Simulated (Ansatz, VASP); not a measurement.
**Bi: VASP beside Ansatz**

```
Bi
1.0
    -1.98143    1.98143    1.98143
     1.98143   -1.98143    1.98143
     1.98143    1.98143   -1.98143
Bi
1
Direct
  0.00000 0.00000 0.00000
```

Alike in both runs: task single point; functional PBE; k mesh 9 × 9 × 9; occupations gaussian, width 0.026 eV; no spin polarisation.

|  | VASP | Ansatz |
| --- | --- | --- |
| version | VASP 6.6.1 | Ansatz 0.2.0 |
| potentials or method | VASP PAW PBE potentials, release 64 (Bi_d) | Ansatz PAW |
| plane-wave cutoff (eV) | 520 | 420 |
| valence electrons in the cell | 15 | 15 |

|  | VASP | Ansatz | Ansatz less VASP |
| --- | --- | --- | --- |
| gap on the k mesh at the Fermi level (eV) | none | none | - |
| pressure (GPa) | 0.8 | 0.8 | +0.05 |

A gap of «none» marks a metal or a gap that the smearing closes. The functional is the same, so the differences come from potentials, cutoffs and numerics.

Spin-orbit coupling is off throughout.
